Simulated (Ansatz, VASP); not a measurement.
CuO: VASP beside Ansatz

```
Cu O
1.0
     2.08142   -2.08242    0.16296
     2.08142    2.08242    0.16296
    -0.40353    0.00000    5.13527
Cu O
2 2
Cartesian
  1.0407 1.0412 0.0815
  0.8389 -1.0412 2.6491
  1.9805 -0.0003 1.4468
  1.7788 0.0003 4.0144
```

Alike in both runs: functional PBE; k mesh 16 × 16 × 8; occupations gaussian, width 0.1 eV; no spin polarisation.

Ansatz relaxed the structure, and its values are those at the end. VASP's run is a single point on that final structure, the one shown.

|  | VASP | Ansatz |
| --- | --- | --- |
| version | VASP 6.6.1 | Ansatz 0.2.0 |
| potentials or method | VASP PAW PBE potentials, release 64 (Cu, O), cutoff 520 eV | scalar-relativistic, plane waves, PAW |
| valence electrons in the cell | 34 | 50 |

```tsv
	VASP	Ansatz	Ansatz less VASP
gap on the k mesh at the Fermi level (eV)	none	none	-
pressure (GPa)	0.6	0.0	-0.63
```

A gap of «none» marks a metal or a gap that the smearing closes. VASP's potentials hold 34 valence electrons a cell and Ansatz's 50, so a difference there can come from the potentials and not from the codes.
